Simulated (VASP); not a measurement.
# Tc (P6_3/mmc) in VASP: further runs, part 2 of 2

VASP 6.6.1.

### Step 5. Single point, PBEsol

This run uses another cell than the first one, of 13.60 Å³/atom.

INCAR reads:

```
PREC = Accurate ; ENCUT = 520
EDIFF = 1E-6 ; ISMEAR = -1
SIGMA = 0.05 ; LREAL = F
LASPH = T ; NELM = 80
ALGO = Normal ; ISIF = 2
LWAVE = F ; LCHARG = F
GGA = PS ; NBANDS = 20
```

KPOINTS reads:

```
Automatic mesh
0
Gamma
  11 11 6
```

POSCAR reads:

```
Tc
1.0
    2.6951577067      0.0000000000      0.0000000000
   -1.3475788534      2.3340750412      0.0000000000
    0.0000000000      0.0000000000      4.3248856090
Tc
2
Direct
    0.6666666667      0.3333333333      0.7500000000
    0.3333333333      0.6666666667      0.2500000000
```

Potentials or basis: VASP PAW PBE potentials, release 64 (Tc_pv).

Command:

```sh
> cat potpaw_PBE.64/Tc_pv/POTCAR > POTCAR
> mpirun -np 1 vasp_std > vasp.out
```

OUTCAR:

```text
PREC = Accurate
   ENCUT = 520
   EDIFF = 1E-6
   ISMEAR = -1
   LREAL = F
   LASPH = T
   NELM = 80
   ISIF = 2
   GGA = PS

 ion  position               nearest neighbor table
   1  0.667  0.333  0.750-   2 2.66   2 2.66   2 2.66   2 2.66   2 2.66   2 2.66
   2  0.333  0.667  0.250-   1 2.66   1 2.66   1 2.66   1 2.66   1 2.66   1 2.66

  LATTYP: Found a hexagonal cell.
 ALAT       =     2.6951577067
 C/A-ratio  =     1.6046873985

  Lattice vectors:

 A1 = (   2.6951577067,   0.0000000000,   0.0000000000)
 A2 = (  -1.3475788534,   2.3340750412,   0.0000000000)
 A3 = (   0.0000000000,   0.0000000000,   4.3248856090)

Analysis of symmetry for initial positions (statically):
=====================================================================
 Subroutine PRICEL returns:
 Original cell was already a primitive cell.

 Routine SETGRP: Setting up the symmetry group for a
 hexagonal supercell.

 Subroutine GETGRP returns: Found 24 space group operations
 (whereof 12 operations were pure point group operations)
 out of a pool of 24 trial point group operations.

The static configuration has the point symmetry D_3d.
 The point group associated with its full space group is D_6h.

Analysis of symmetry for dynamics (positions and initial velocities):
=====================================================================
 Subroutine PRICEL returns:
 Original cell was already a primitive cell.

 Routine SETGRP: Setting up the symmetry group for a
 hexagonal supercell.

 Subroutine GETGRP returns: Found 24 space group operations
 (whereof 12 operations were pure point group operations)
 out of a pool of 24 trial point group operations.

The dynamic configuration has the point symmetry D_3d.
 The point group associated with its full space group is D_6h.

 Subroutine INISYM returns: Found 24 space group operations
 (whereof 12 operations are pure point group operations),
[... 110 lines left out ...]
   EFERMI =   0.00;   METHOD = LEGACY
   ISMEAR =    -1;   SIGMA  =   0.05  broadening in eV -4-tet -1-fermi 0-gaus
   EFERMI_NEDOS =   21; number of points for ismear=-14 and -15
   IALGO  =     38    algorithm
   IMIX   =      4    mixing-type and parameters
     AMIX     =   0.40;   BMIX     =  1.00
     AMIX_MAG =   1.60;   BMIX_MAG =  1.00
  volume/ion in A,a.u.               =      13.60        91.80
  Fermi-wavevector in a.u.,A,eV,Ry     =   1.612531  3.047242 35.378634  2.600256
  Thomas-Fermi vector in A             =   2.707746
   LORBIT       =      0    0 simple, 1 ext, 2 COOP (PROOUT), +10 PAW based schemes
   GGA     = PS    functional components
   LHFCALC =     F    Hartree Fock is set to
   AEXX    =    0.0000 exact exchange contribution
   IVDW    =     0    specifies the selected vdW correction
   LEPSILON=     F    determine dielectric tensor
   LRPA    =     F    only Hartree local field effects (RPA)
 non-spin polarized calculation
  energy-cutoff  :      520.00
  volume of cell :       27.21
 maximum number of plane-waves:       748
 NGX is ok and might be reduce to    20
   NGX =  9   NGY =  9   NGZ = 17

 number of electron      26.0000010 magnetization

 Free energy of the ion-electron system (eV)
  ---------------------------------------------------
  ext. energy  EPLUGINS =         0.00000000
  ---------------------------------------------------
  free energy    TOTEN  =       -22.51989308 eV

  energy without entropy =      -22.50370075  energy(sigma->0) =      -22.51179691

 E-fermi :  13.3839     XC(G=0): -14.2418

 val. band max:       13.3783979801   @ k =   0.3636   0.2727   0.5000
 cond. band min:      13.4271070684   @ k =   0.1818   0.0909   0.3333
 fundamental gap:      0.0487090884
 Fermi energy:        13.3838773786

 k-point     1 :       0.0000    0.0000    0.0000
  band No.  band energies     occupation
      1     -26.1394      2.00000
      2     -24.8308      2.00000
      3     -24.8308      2.00000
      4     -24.6134      2.00000
      5     -24.6134      2.00000
      6     -24.5652      2.00000
[... 541 lines left out ...]
     19      26.0948      0.00000
     20      29.5056      0.00000

 [... further k-points ...]

------------------------ aborting loop because EDIFF is reached ----------------------------------------

  FORCE on cell =-STRESS in cart. coord.  units (eV):
  Direction    XX          YY          ZZ          XY          YZ          ZX
  --------------------------------------------------------------------------------------
  -------------------------------------------------------------------------------------
  Total        1.5781170      1.5781170      1.5754306     -0.0000000     -0.0000000      0.0000000
  in kB       92.9343266     92.9343266     92.7761238     -0.0000000     -0.0000000      0.0000000
  external PRESSURE =      92.8815923 kB  Pullay stress =       0.0000000 kB

 VOLUME and BASIS-vectors are now :
 -----------------------------------------------------------------------------
  energy-cutoff  :      520.00
  volume of cell :       27.21
      direct lattice vectors                 reciprocal lattice vectors
     2.695157707  0.000000000  0.000000000     0.371035802  0.214217620  0.000000000
    -1.347578853  2.334075041  0.000000000     0.000000000  0.428435240  0.000000000
     0.000000000  0.000000000  4.324885609     0.000000000  0.000000000  0.231219988

 POSITION                                       TOTAL-FORCE (eV/Angst)
 -----------------------------------------------------------------------------------
      1.34758      0.77803      3.24366         0.000000     -0.000000      0.000000
     -0.00000      1.55605      1.08122        -0.000000      0.000000      0.000000
 -----------------------------------------------------------------------------------
    total drift:                                0.000000     -0.000000      0.000000

  FREE ENERGIE OF THE ION-ELECTRON SYSTEM (eV)
  ---------------------------------------------------
  free  energy   TOTEN  =       -22.5198930758 eV

  energy  without entropy=      -22.5037007528  energy(sigma->0) =      -22.51179691
```

Wall time 45 s (1 thread of AMD EPYC 7R13, shared host); peak memory 0.12 GiB.

Results:

```yaml
Free_energy: -22.5199 eV
Pressure: 9.3 GPa
Band_gap_on_the_k_mesh: zero (bands 13 and 14 overlap by 3.36 eV)
```

Caveat: the cell stands under pressure; the PAW data sets were made with another functional, which shifts forces and pressure a little.

### Step 6. Overview

```tsv
level	cell	k mesh	smearing	gap on the mesh (eV)	pressure (GPa)
PBE	a = 2.740, b = 2.740, c = 4.398 Å, angles 90.0, 90.0, 120.0°, 2 atoms	18 × 18 × 10	methfessel-paxton 0.1 eV	none	2.2
PBEsol	a = 2.652, b = 2.652, c = 4.254 Å, angles 90.0, 90.0, 120.0°, 2 atoms	11 × 11 × 6	fermi-dirac 0.05 eV	none	29.3
PBEsol	a = 2.672, b = 2.672, c = 4.288 Å, angles 90.0, 90.0, 120.0°, 2 atoms	11 × 11 × 6	fermi-dirac 0.05 eV	none	19.3
PBEsol	a = 2.695, b = 2.695, c = 4.325 Å, angles 90.0, 90.0, 120.0°, 2 atoms	11 × 11 × 6	fermi-dirac 0.05 eV	none	9.3
```

Alike in all rows: task single point; potentials or basis VASP PAW PBE potentials, release 64 (Tc_pv); no spin polarisation; cutoff (eV) 520.

Caveats: the cell stands under pressure (at least some runs); the PAW data sets were made with another functional, which shifts forces and pressure a little (at least some runs).

Absolute energies hang on the potentials; compare differences alone.
